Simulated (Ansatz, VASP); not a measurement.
# One calculation of Te, two programs

File INCAR:

```
  PREC = Accurate
  ENCUT = 520
  EDIFF = 1E-6
  ISMEAR = -1
  SIGMA = 0.05
  LREAL = F
  LASPH = T
  NELM = 100
  ALGO = Normal
  ISIF = 2
  LWAVE = F
  LCHARG = F
  NBANDS = 16
```

KPOINTS

```
regular mesh
0
Gamma
  7 7 5
```

File POSCAR:

```
Te
1.0
    4.4241064818      0.0000000000      0.0000000000
   -2.2120532409      3.8313886024      0.0000000000
    0.0000000000      0.0000000000      5.8842404128
Te
3
Direct
    0.7310000000      0.7310000000      0.0000000000
    0.0000000000      0.2690000000      0.6666666667
    0.2690000000      0.0000000000      0.3333333333
```

File input.yaml:

```yaml
crystal:
  lattice:
    - [4.4241064818, 0.0, 0.0]
    - [-2.2120532409, 3.8313886024, 0.0]
    - [0.0, 0.0, 5.8842404128]
  atoms:
    - { symbol: Te, position: [0.731, 0.731, 0.0] }
    - { symbol: Te, position: [0.0, 0.269, 0.6666666667] }
    - { symbol: Te, position: [0.269, 0.0, 0.3333333333] }
kpoints:
  mp_grid: { grid: [7, 7, 5] }
scf:
  occupations: { method: fermi_dirac, width: 0.05 }
hamiltonian:
  xc: lda
  pseudopotentials: { kind: all_electron, lapw: { basis_error: 0.002 } }
output:
  forces: true
  stress: true
  eigenvalues: true
```

Change from the starting cell: volume scaled by 0.98.

Alike in both runs: task single point; functional LDA; k mesh 7 × 7 × 5; occupations fermi-dirac, width 0.05 eV; no spin polarisation.

|  | VASP | Ansatz |
| --- | --- | --- |
| version | VASP 6.6.1 | Ansatz 0.2.0 |
| potentials or method | VASP PAW LDA potentials, release 64 (Te), cutoff 520 eV | all-electron LAPW, scalar-relativistic |

VASP gave:

```
gap on the k mesh at the Fermi level (eV)                     : 0.57
least direct gap on the mesh (eV)                             : 0.76
pressure (GPa)                                                : -0.9
traceless stress, the component that is largest in VASP (GPa) : 0.35
rms of the force components (eV/Å)                            : 0.110
```

**Question.** Which values does Ansatz return?

**Answer.** gap on the k mesh at the Fermi level (eV): 0.58; least direct gap on the mesh (eV): 0.77; pressure (GPa): -1.0; traceless stress, the component that is largest in VASP (GPa): 0.28; rms of the force components (eV/Å): 0.091.

LDA's correlation is that of Perdew and Zunger in VASP and of Perdew and Wang (1992) in Ansatz. Atom by atom the forces differ by 0.019 eV/Å (rms over components). Ansatz ran all-electron here, and VASP with PAW potentials.

Spin-orbit coupling is off throughout.
